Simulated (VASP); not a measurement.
# HfO2: single point with PBE

HfO2:

```
Hf O
1.0
     0.00000    2.55750    2.55750
     2.55750    0.00000    2.55750
     2.55750    2.55750    0.00000
Hf O
1 2
Direct
  0.00000 0.00000 0.00000
  0.75000 0.75000 0.75000
  0.25000 0.25000 0.25000
```

```
Program                : VASP 6.6.1
Task                   : single point
Functional             : PBE
Potentials or basis    : VASP PAW PBE potentials, release 64 (Hf_pv, O)
Cutoff                 : 520 eV
k mesh                 : 9 × 9 × 9
Occupations            : gaussian, width 0.028 eV
Spin                   : no spin polarisation
Dipole correction      : no
Further INCAR settings : ALGO = Normal; EDIFF = 1e-06; NBANDS = 18
```

```yaml
Pressure: -6.0 GPa
Band_gap_on_the_k_mesh: 3.84 eV (least direct gap 3.95 eV)
```

Levels at points of the mesh, in eV from the valence-band top:
```
           k point  band 9  band 10  band 11  band 12  band 13  band 14
(0.00, 0.00, 0.00)   -0.54    -0.54    -0.54     3.86     3.86     5.67
```

Run time: 19 s on 1 thread of AMD EPYC 7R13 Processor (Zen 3) (shared host), peak memory 0.14 GiB.

Caveat: the cell stands under tension; spin-orbit coupling is left out, which moves the levels of the heavy elements; an odd mesh through Γ misses points on the zone boundary, where band edges can lie.
